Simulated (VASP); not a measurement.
Here is a VASP 6.6.1 calculation.

INCAR

```
PREC = Accurate ; ENCUT = 520
EDIFF = 1E-6 ; ISMEAR = -1
SIGMA = 0.13605693000000002 ; LREAL = F
LASPH = T ; NELM = 80
ALGO = Normal ; ISIF = 2
LWAVE = F ; LCHARG = T
LELF = T ; LVHAR = T
NBANDS = 10
```

The input KPOINTS:

```
regular mesh
0
Gamma
  11 11 11
```

POSCAR

```
I
1.0
    0.0000000000      2.4991730598      2.4991730598
    2.4991730598      0.0000000000      2.4991730598
    2.4991730598      2.4991730598      0.0000000000
I
1
Direct
    0.0000000000      0.0000000000      0.0000000000
```

Potentials or basis: VASP PAW LDA potentials, release 64 (I).

Command:

```sh
$ cat potpaw_LDA.64/I/POTCAR > POTCAR
$ mpirun -np 1 vasp_std > vasp.out
```

(1) What does it give for the band gap on the k mesh?

(2) Predict the pressure.

Answers

(1) zero (an odd number of electrons rules out a gap without spin polarisation).

(2) -0.1 GPa.

Caveat: spin-orbit coupling is left out, which moves the levels of the heavy elements; an odd number of electrons without spin polarisation forces a metal; a magnetic or distorted state may lie lower.
